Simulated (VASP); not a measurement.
Input of a VASP 6.6.1 run:

Contents of INCAR:

```
PREC     = Accurate       # precision mode
ENCUT    = 520            # plane-wave cutoff, eV
EDIFF    = 1E-7           # SCF threshold, eV
ISMEAR   = 0              # smearing method
SIGMA    = 0.05           # smearing width, eV
LREAL    = F              # projectors in reciprocal space
LASPH    = T              # aspherical terms in the spheres
NELM     = 80             # most SCF steps
ALGO     = Normal         # electronic algorithm
ISIF     = 2              # what is computed and relaxed
LWAVE    = F              # write WAVECAR
LCHARG   = F              # write CHGCAR
GGA      = PE             # functional
NBANDS   = 11             # bands
```

File KPOINTS:

```
regular mesh
0
Gamma
  9 9 9
```

Contents of POSCAR:

```
Hf
1.0
    0.0000000000      2.2200000000      2.2200000000
    2.2200000000      0.0000000000      2.2200000000
    2.2200000000      2.2200000000      0.0000000000
Hf
1
Direct
    0.0000000000      0.0000000000      0.0000000000
```

Potentials or basis: VASP PAW PBE potentials, release 64 (Hf_pv).

Command:

```console
$ cat potpaw_PBE.64/Hf_pv/POTCAR > POTCAR
$ mpirun -np 1 vasp_std > vasp.out
```

Task: Estimate the pressure.

Result: 3.5 GPa.

Task: Estimate the band gap on the k mesh.

Result: Zero (band 5 reaches 6.30 eV, above the bottom of band 6 at 4.34 eV).

Caveat: spin-orbit coupling is left out, which moves the levels of the heavy elements.
